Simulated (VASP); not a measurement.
A run of VASP 6.6.1 is set up as follows.

Contents of INCAR:

```
SYSTEM = Si3H2C4
  PREC = Accurate
  ENCUT = 520
  EDIFF = 1E-6
  ISMEAR = 0
  SIGMA = 0.05
  LREAL = Auto
  LASPH = .True.
  NELM = 80
  ALGO = Normal
  ISIF = 2
  LWAVE = .False.
  LCHARG = .False.
  LDIPOL = .True.
  IDIPOL = 3
  DIPOL = 0.5 0.5 0.350
  GGA = PS
  NBANDS = 45
```

File KPOINTS:

```
regular mesh
0
Gamma
  4 8 1
  0 0 0
```

File POSCAR:

```
Si3H2C4
1.0
    6.1612406585      0.0000000000      0.0000000000
    0.0000000000      3.0806203293      0.0000000000
    0.0000000000      0.0000000000     20.0373883794
C Si H
8 6 4
Direct
    0.5000000000      0.5000000000      0.2321862369
    0.0000000000      0.5000000000      0.2321862369
    0.7500000000      0.0000000000      0.3408993827
    0.2500000000      0.0000000000      0.3408993827
   -0.0094682638      0.5000000000      0.4585858337
    0.5069179876      0.5000000000      0.4392204021
    0.3894670516      0.0000000000      0.5322227582
    0.6058163205      0.0000000000      0.5537325474
    0.2500000000      0.5000000000      0.2865428098
    0.7500000000      0.5000000000      0.2865428098
    0.5020783630      0.0000000000      0.3904615176
   -0.0050830547      0.0000000000      0.3989505798
    0.7145058482      0.5000000000      0.5097384165
    0.2683634935      0.5000000000      0.4981814087
    0.5000000000      0.2248963861      0.1983620084
    0.5000000000      0.7751036139      0.1983620084
    0.0000000000      0.7747262802      0.1982371399
    0.0000000000      0.2252737198      0.1982371399
```

Potentials or basis: VASP PAW PBE potentials, release 64 (C, Si, H).

The run is started by

```console
$ cat potpaw_PBE.64/C/POTCAR potpaw_PBE.64/Si/POTCAR potpaw_PBE.64/H/POTCAR > POTCAR
$ mpirun -np 1 vasp_std > vasp.out
```

Q: Predict the band gap on the k mesh.

A: Zero (bands 30 and 31 overlap by 0.09 eV).

Q: Predict the largest force.

A: 2.876 eV/Å.

Forces on the atoms (eV/Å):
```
C    0.003  0.000  0.745
C    0.000  0.000  0.531
C    1.069  0.000 -0.744
C   -1.078  0.000 -0.032
C    0.009  0.000  0.020
C    0.004  0.000 -0.018
C   -0.061  0.000  2.876
C    0.066  0.000 -2.097
Si  -0.506  0.000 -0.563
Si   0.503  0.000 -0.601
Si   0.009  0.000 -0.002
Si  -0.010  0.000 -0.012
Si   0.013  0.000 -0.022
Si  -0.024  0.000  0.007
H   -0.002 -0.027 -0.021
H   -0.002  0.027 -0.021
H    0.003  0.028 -0.024
H    0.003 -0.028 -0.024
```

Caveat: the PAW data sets were made with another functional, which shifts forces and pressure a little.
